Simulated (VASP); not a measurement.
Input of a VASP 6.6.1 run:

Contents of INCAR:

```
SYSTEM = ZrPb2O4
PREC = Accurate
ENCUT = 1340
EDIFF = 1E-6
ISMEAR = 0
SIGMA = 0.15
LREAL = .FALSE.
LASPH = .TRUE.
NELM = 120
ALGO = Normal
ISIF = 2
LWAVE = .FALSE.
LCHARG = .TRUE.
GGA = PE
LELF = .TRUE.
LVHAR = .TRUE.
NBANDS = 41
GGA_COMPAT = .FALSE.
```

The input KPOINTS:

```
regular mesh
0
G
  3 3 2
  0 0 0
```

File POSCAR:

```
ZrPb2O4
1.0
    5.3455150703      0.0000000000      0.0000000000
    0.0000000000      5.3455150703      0.0000000000
    0.0000000000      0.0000000000      6.0810529654
Zr Pb O
1 2 4
Direct
    0.5000000000      0.5000000000      0.0000000000
    0.0000000000      0.0000000000      0.7402435123
    0.0000000000      0.0000000000      0.2597564877
    0.8721164241      0.5000000000      0.0000000000
    0.1278835759      0.5000000000      0.0000000000
    0.5000000000      0.8721164241      0.0000000000
    0.5000000000      0.1278835759      0.0000000000
```

Potentials or basis: VASP PAW PBE potentials, release 64 (Zr_sv, Pb_d, O_h).

The run is started by

```console
$ cat potpaw_PBE.64/Zr_sv/POTCAR potpaw_PBE.64/Pb_d/POTCAR potpaw_PBE.64/O_h/POTCAR > POTCAR
$ mpirun -np 1 vasp_std > vasp.out
```

(1) Predict the pressure.

(2) Estimate the band gap on the k mesh.

(3) Estimate the largest force.

Answers

(1) 0.2 GPa.

(2) zero (bands 32 and 33 overlap by 0.93 eV).

(3) 0.053 eV/Å.

Caveat: the k points lie up to 0.52 Å⁻¹ apart, too coarse for converged energies and pressures of a metal; spin-orbit coupling is left out, which moves the levels of the heavy elements.
